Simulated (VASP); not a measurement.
Re2C, 6 atoms in the cell. Symmetry: P6_3/mmc, No. 194, hexagonal system. The conventional cell has a = 2.822 Å, b = 2.822 Å, c = 9.775 Å, α = 90.00°, β = 90.00°, γ = 120.00°. Within 2.9 Å of Re (site symmetry 3m) lie 3 C at 2.14 Å and 10 Re at 2.67 to 2.82 Å. C (site symmetry -6m2) has 6 Re at 2.14 Å and 6 C at 2.82 Å within 2.9 Å. 

- Program: VASP 6.6.1
- Task: single point
- Functional: LDA
- Potentials or basis: VASP PAW LDA potentials, release 64 (Re_sv_GW, C)
- Cutoff: 700 eV
- k mesh: 12 × 12 × 4
- Occupations: fermi-dirac, width 0.15 eV
- Spin: no spin polarisation
- Dipole correction: no
- Further INCAR settings: ALGO = Normal; EDIFF = 1e-06; NBANDS = 43

Potentials or basis: VASP PAW LDA potentials, release 64 (Re_sv_GW, C).

The run is started by

```bash
$ cat potpaw_LDA.64/Re_sv_GW/POTCAR potpaw_LDA.64/C/POTCAR > POTCAR
$ mpirun -np 1 vasp_std > vasp.out
```

Hardware: 1 thread of Intel(R) Xeon(R) Platinum 8559C (Emerald Rapids), with other jobs on the host.

How long does it take, and how much memory?

Run time: 2.6 min on 1 thread of Intel(R) Xeon(R) Platinum 8559C (Emerald Rapids), on a shared host, peak memory 0.32 GiB. Counts: scf iterations 18, k points 57.
